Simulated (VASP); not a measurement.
Set up this calculation in VASP 6.6.1, as the native input.

```yaml
Task: relaxation of cell and atoms
Functional: PBE
Potentials_or_basis: VASP PAW PBE potentials, release 64 (La, Sc_sv, F)
Cutoff: 600 eV
k_mesh: 6 × 6 × 2
Occupations: gaussian, width 0.1 eV
Spin: no spin polarisation
Dipole_correction: no
Further_INCAR_settings: ALGO = Normal; EDIFF = 1e-07; IBRION = 2; EDIFFG = -0.04; NSW = 90; ISIF = 3
```

The structure of LaScF2 lies in POSCAR:

```
LaScF2
1.0
    3.6379098500      0.0000000000      0.0000000000
   -1.8189549300      3.1505223500      0.0000000000
    0.0000000000      0.0000000000      7.6569771400
La Sc F
1 1 2
Direct
    0.0000000000      0.0000000000      0.5000000000
    0.0000000000      0.0000000000      0.0000000000
    0.0000000000      0.0000000000      0.2545583300
    0.0000000000      0.0000000000      0.7454416700
```

One way to write it, as run:

INCAR

```
SYSTEM = LaScF2
PREC = Accurate ; ENCUT = 600
EDIFF = 1E-7 ; ISMEAR = 0
SIGMA = 0.1 ; LREAL = .False.
LASPH = .True. ; NELM = 100
ALGO = Normal ; ISIF = 3
LWAVE = .False. ; LCHARG = .False.
GGA = PE ; IBRION = 2
NSW = 90 ; EDIFFG = -0.04
```

KPOINTS

```
regular mesh
0
Gamma
  6 6 2
  0 0 0
```

Potentials or basis: VASP PAW PBE potentials, release 64 (La, Sc_sv, F).

Launch:

```sh
$ cat potpaw_PBE.64/La/POTCAR potpaw_PBE.64/Sc_sv/POTCAR potpaw_PBE.64/F/POTCAR > POTCAR
$ mpirun -np 1 vasp_std > vasp.out
```

Results of the run:

| Property | Result |
| --- | --- |
| Relaxed volume | 25.90 Å³/atom |
| Relaxed cell | a = 3.707 Å, b = 3.707 Å, c = 8.705 Å, α = 90.00°, β = 90.00°, γ = 120.00° |
| Space group after relaxing (to 0.05 Å) | P6/mmm (No. 191) |
| Energy gained by relaxing | 856.9 meV/atom |
| Ionic steps | 12 |
| Pressure after relaxing | 0.0 GPa |
| Largest force after relaxing | 0.017 eV/Å |
| Band gap on the k mesh | zero (band 18 reaches 4.09 eV, above the bottom of band 19 at 4.00 eV) |

Caveat: the k points lie up to 0.36 Å⁻¹ apart in the final cell; the volume moved by over 15 % at a fixed basis, so the end points are rough; spin-orbit coupling is left out, which moves the levels of the heavy elements.

Run time: 7.1 min on 1 thread of Intel(R) Xeon(R) 6975P-C (Granite Rapids), on a shared host, peak memory 0.25 GiB.
